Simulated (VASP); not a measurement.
SnO, 4 atoms in the cell. It takes space group Pmn2_1 (No. 31, orthorhombic). The conventional cell has a = 3.355 Å, b = 5.674 Å, c = 4.222 Å, α = 90.00°, β = 90.00°, γ = 90.00°. Sn (site symmetry m) has 3 O at 2.15 to 2.16 Å within 2.8 Å. Within 2.8 Å of O (site symmetry m) lie 3 Sn at 2.15 to 2.16 Å. 

* Program: VASP 6.6.1
* Task: relaxation of cell and atoms
* Functional: PBE
* Dispersion: D3(BJ)
* Potentials or basis: VASP PAW PBE potentials, release 64 (Sn_d, O)
* Cutoff: 600 eV
* k mesh: 8 × 6 × 6
* Occupations: gaussian, width 0.02 eV
* Spin: no spin polarisation
* Dipole correction: no
* Further INCAR settings: ALGO = Normal; EDIFF = 1e-06; IBRION = 2; EDIFFG = -0.005; NSW = 100; ISIF = 3

Potentials or basis: VASP PAW PBE potentials, release 64 (Sn_d, O).

Run with:

```sh
$ cat potpaw_PBE.64/Sn_d/POTCAR potpaw_PBE.64/O/POTCAR > POTCAR
$ mpirun -np 1 vasp_std > vasp.out
```

Hardware: 1 thread of Oxide Virtual Turin-like Processor, on a shared host.

How long does it take, and how much memory?

It took 64 min on 1 thread of Oxide Virtual Turin-like Processor, with other jobs on the host, peak memory 0.32 GiB. Counts: scf iterations 250, k points 80, ion steps 37.
